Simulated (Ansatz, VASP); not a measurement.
## One calculation of BaTiO3, two programs

```xyz
5
Lattice="4.0452 0.0000 0.0000 0.0000 4.0452 0.0000 0.0000 0.0000 4.2635" Properties=species:S:1:pos:R:3 pbc="T T T"
Ba    2.0226    2.0226    2.5443
Ti    0.0000    0.0000    0.4765
O     0.0000    2.0226    0.2528
O     2.0226    0.0000    0.2528
O     0.0000    0.0000    2.2719
```

Change from the starting cell: equal strain along all axes, cell held, atoms relaxed: +1.5 %.

Alike in both runs: functional PBE; k mesh 8 × 8 × 6; occupations gaussian, width 0.02 eV; no spin polarisation.

Ansatz relaxed the structure, and its values are those at the end. VASP's run is a single point on that final structure, the one shown.

|  | VASP | Ansatz |
| --- | --- | --- |
| version | VASP 6.6.1 | Ansatz 0.2.0 |
| potentials or method | VASP PAW PBE potentials, release 64 (Ba_sv, Ti_sv, O_h), cutoff 1340 eV | scalar-relativistic, plane waves, PAW |
| valence electrons in the cell | 40 | 40 |

|  | VASP | Ansatz | Ansatz less VASP |
| --- | --- | --- | --- |
| gap on the k mesh at the Fermi level (eV) | 1.75 | 1.79 | +0.047 |
| least direct gap on the mesh (eV) | 2.32 | 2.35 | +0.033 |
| pressure (GPa) | -3.8 | -5.0 | -1.19 |
| rms of the force components (eV/Å) | 0.024 | 0.003 | -0.0208 |

Ansatz's warnings: stress scf threshold loose.

Spin-orbit coupling is off throughout.
